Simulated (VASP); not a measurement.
A run of VASP 6.6.1 is set up as follows.

POSCAR

```
Li2S
1.0
    0.0000000000      2.8452955568      2.8452955568
    2.8452955568      0.0000000000      2.8452955568
    2.8452955568      2.8452955568      0.0000000000
Li S
2 1
Direct
    0.7500000000      0.7500000000      0.7500000000
    0.2500000000      0.2500000000      0.2500000000
    0.0000000000      0.0000000000      0.0000000000
```

File INCAR.step1:

```
SYSTEM = Li2S
PREC     = Accurate       ! precision mode
ENCUT    = 830            ! plane-wave cutoff, eV
ISMEAR   = 0              ! smearing method
SIGMA    = 0.01           ! smearing width, eV
LREAL    = .FALSE.        ! projectors in reciprocal space
LASPH    = .TRUE.         ! aspherical terms in the spheres
NELM     = 120            ! most SCF steps
NBANDS   = 13             ! bands
GGA      = PE             ! functional
ALGO     = Normal         ! electronic algorithm
EDIFF    = 1E-5           ! SCF threshold, eV
LWAVE    = .TRUE.         ! write WAVECAR
LCHARG   = .FALSE.        ! write CHGCAR
GGA_COMPAT= .FALSE.
```

File INCAR.step2:

```
SYSTEM = Li2S
PREC     = Accurate       ! precision mode
ENCUT    = 830            ! plane-wave cutoff, eV
EDIFF    = 1E-6           ! SCF threshold, eV
ISMEAR   = 0              ! smearing method
SIGMA    = 0.01           ! smearing width, eV
LREAL    = .FALSE.        ! projectors in reciprocal space
LASPH    = .TRUE.         ! aspherical terms in the spheres
NELM     = 120            ! most SCF steps
ALGO     = Normal         ! electronic algorithm
ISIF     = 2              ! what is computed and relaxed
LWAVE    = .FALSE.        ! write WAVECAR
LCHARG   = .FALSE.        ! write CHGCAR
METAGGA  = R2SCAN         ! meta-GGA
LMIXTAU  = .TRUE.       
NBANDS   = 13             ! bands
ISTART   = 1            
GGA_COMPAT= .FALSE.
```

Contents of KPOINTS:

```
Automatic mesh
0
G
  6 6 6
  0 0 0
```

Potentials or basis: VASP PAW PBE potentials, release 64 (Li_sv, S).

The run is started by

```sh
$ cat potpaw_PBE.64/Li_sv/POTCAR potpaw_PBE.64/S/POTCAR > POTCAR
$ cp INCAR.step1 INCAR
$ mpirun -np 1 vasp_std > vasp.out
$ cp INCAR.step2 INCAR
$ mpirun -np 1 vasp_std > vasp.out
```

Task: Estimate the band gap on the k mesh.

Result: 3.86 eV (least direct gap 5.05 eV).

Task: Estimate the pressure.

Result: -0.2 GPa.

Caveat: the PAW data sets were made with another functional, which shifts forces and pressure a little. A k mesh can miss the band edges.
